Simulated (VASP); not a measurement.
Here is a VASP 6.6.1 calculation.

INCAR

```
SYSTEM = SrC2
PREC     = Accurate       ! precision mode
ENCUT    = 520            ! plane-wave cutoff, eV
EDIFF    = 1E-8           ! SCF threshold, eV
ISMEAR   = 0              ! smearing method
SIGMA    = 0.01           ! smearing width, eV
LREAL    = .False.        ! projectors in reciprocal space
LASPH    = .True.         ! aspherical terms in the spheres
NELM     = 100            ! most SCF steps
ALGO     = Normal         ! electronic algorithm
ISIF     = 2              ! what is computed and relaxed
LWAVE    = .False.        ! write WAVECAR
LCHARG   = .False.        ! write CHGCAR
NBANDS   = 16             ! bands
IBRION   = 8              ! ionic algorithm
NSW      = 1              ! ionic steps
LEPSILON = .True.         ! dielectric tensor by DFPT
```

The input KPOINTS:

```
Automatic mesh
0
Gamma
  10 10 10
  0 0 0
```

POSCAR

```
SrC2
1.0
   -1.9799861977      1.9799861977      3.3275469551
    1.9799861977     -1.9799861977      3.3275469551
    1.9799861977      1.9799861977     -3.3275469551
Sr C
1 2
Direct
    0.0000000000      0.0000000000      0.0000000000
    0.4060289230      0.4060289230      0.0000000000
    0.5939710770      0.5939710770      0.0000000000
```

Potentials or basis: VASP PAW LDA potentials, release 64 (Sr_sv, C).

Command:

```bash
$ cat potpaw_LDA.64/Sr_sv/POTCAR potpaw_LDA.64/C/POTCAR > POTCAR
$ mpirun -np 1 vasp_std > vasp.out
```

**Question.** What does it give for the electronic dielectric tensor (diagonal)?

**Answer.** 3.63, 3.63, 4.42.

**Question.** Predict the Born charges (mean of the diagonal).

**Answer.** Sr +2.35; C -1.18 e.

**Question.** Estimate the highest phonon frequency at Γ.

**Answer.** 1902 cm⁻¹.

Phonon frequencies in cm⁻¹ (negative: imaginary):
| q point | frequencies |
| --- | --- |
| (0.000, 0.000, 0.000) | 0 0 0 220 220 245 245 265 1902 |

Caveat: the cell stands under pressure or tension, which shifts response properties.
